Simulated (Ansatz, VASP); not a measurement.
# N: VASP beside Ansatz

File INCAR:

```
SYSTEM = N
PREC = Accurate
ENCUT = 520
EDIFF = 1E-6
ISMEAR = -1
SIGMA = 0.1
LREAL = .FALSE.
LASPH = .TRUE.
NELM = 60
ALGO = Normal
ISIF = 2
LWAVE = .FALSE.
LCHARG = .FALSE.
GGA = PS
NBANDS = 12
```

File KPOINTS:

```
Automatic mesh
0
G
  8 8 7
  0 0 0
```

File POSCAR:

```
N
1.0
    2.5402970435      0.0000000000      0.0000000000
   -1.2701485217      2.1999612806      0.0000000000
    0.0000000000      0.0000000000      2.4662178093
N
2
Direct
    0.6666666667      0.3333333333      0.2500000000
    0.3333333333      0.6666666667      0.7500000000
```

Input for Ansatz:

```yaml
crystal:
  lattice:
    - [2.5402970434702294, 0.0, 0.0]
    - [-1.2701485217351147, 2.199961280594644, 0.0]
    - [0.0, 0.0, 2.466217809321417]
  atoms:
    - { symbol: "N", position: [0.6666666666666666, 0.3333333333333333, 0.25] }
    - { symbol: "N", position: [0.3333333333333333, 0.6666666666666666, 0.75] }
accuracy: low
basis:
  ecutwfc: 500.0
kpoints:
  mp_grid:
    grid: [8, 8, 7]
hamiltonian:
  xc: pbesol
scf:
  occupations:
    method: fermi_dirac
    width: 0.1
output:
  stress: true
```

Alike in both runs: task single point; functional PBEsol; k mesh 8 × 8 × 7; occupations fermi-dirac, width 0.1 eV; no spin polarisation.

|  | VASP | Ansatz |
| --- | --- | --- |
| version | VASP 6.6.1 | Ansatz 0.2.0 |
| potentials or method | VASP PAW PBE potentials, release 64 (N), cutoff 520 eV | plane waves, PAW |
| valence electrons in the cell | 10 | 10 |

|  | VASP | Ansatz | Ansatz less VASP |
| --- | --- | --- | --- |
| pressure (GPa) | -6.5 | -6.6 | -0.07 |
| traceless stress, the component that is largest in VASP (GPa) | -9.35 | -9.45 | -0.096 |

VASP's potentials were made for PBE, not for PBEsol. The functional is the same, so the differences come from potentials, cutoffs and numerics.

The k mesh is coarse, so the values compare programs but aren't converged.
